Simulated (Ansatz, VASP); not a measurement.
## CaB2 in VASP and in Ansatz

File INCAR:

```
SYSTEM = CaB2
ALGO = Normal
EDIFF = 1E-6
EDIFFG = -0.04
ENCUT = 600
GGA = PE
IBRION = 2
ISIF = 3
ISMEAR = 0
LASPH = .True.
LCHARG = .False.
LREAL = .False.
LWAVE = .False.
NELM = 60
NSW = 90
PREC = Accurate
SIGMA = 0.1
```

The input KPOINTS:

```
k-points
0
Gamma
  8 8 8
  0 0 0
```

Contents of POSCAR:

```
CaB2
1.0
   -1.7446014536      1.7446014536      6.0659361254
    1.7446014536     -1.7446014536      6.0659361254
    1.7446014536      1.7446014536     -6.0659361254
Ca B
2 4
Direct
    0.0000000000      0.0000000000      0.0000000000
    0.7500000000      0.2500000000      0.5000000000
    0.4165000000      0.4165000000      0.0000000000
    0.1665000000      0.6665000000      0.5000000000
    0.3335000000      0.8335000000      0.5000000000
    0.5835000000      0.5835000000      0.0000000000
```

Input for Ansatz:

```yaml
crystal:
  lattice:
    - [-1.7446014536, 1.7446014536, 6.0659361254]
    - [1.7446014536, -1.7446014536, 6.0659361254]
    - [1.7446014536, 1.7446014536, -6.0659361254]
  atoms:
    - { symbol: Ca, position: [0.0, 0.0, 0.0] }
    - { symbol: Ca, position: [0.75, 0.25, 0.5] }
    - { symbol: B, position: [0.4165, 0.4165, 0.0] }
    - { symbol: B, position: [0.1665, 0.6665, 0.5] }
    - { symbol: B, position: [0.3335, 0.8335, 0.5] }
    - { symbol: B, position: [0.5835, 0.5835, 0.0] }
basis:
  ecutwfc: 420
kpoints:
  mp_grid: { grid: [8, 8, 8] }
hamiltonian:
  xc: pbe
scf:
  occupations: { method: gaussian, width: 0.1 }
  lower_state_search: "off"
output:
  forces: true
  stress: true
  eigenvalues: true
relax:
  adjacent_minimum: "off"
  f_tol: 0.04
  max_steps: 70
  cell: { stress_tol: 0.4 }
```

Alike in both runs: task relaxation of cell and atoms; functional PBE; k mesh 8 × 8 × 8; occupations gaussian, width 0.1 eV; no spin polarisation.

|  | VASP | Ansatz |
| --- | --- | --- |
| version | VASP 6.6.1 | Ansatz 0.2.0 |
| potentials or method | VASP PAW PBE potentials, release 64 (Ca_sv, B), cutoff 600 eV | scalar-relativistic, plane waves, PAW |
| valence electrons in the cell | 32 | 32 |

Ansatz gave:

- gap on the k mesh at the Fermi level, each at its own relaxed structure (eV): none
- relaxed volume (Å³/atom): 12.28
- relaxed length of the cell vector where the two differ most in proportion (Å): 6.303

Problem. Estimate VASP's values.

Solution. gap on the k mesh at the Fermi level, each at its own relaxed structure (eV): none; relaxed volume (Å³/atom): 12.31; relaxed length of the cell vector where the two differ most in proportion (Å): 6.304.

A gap of «none» marks a metal or a gap that the smearing closes.
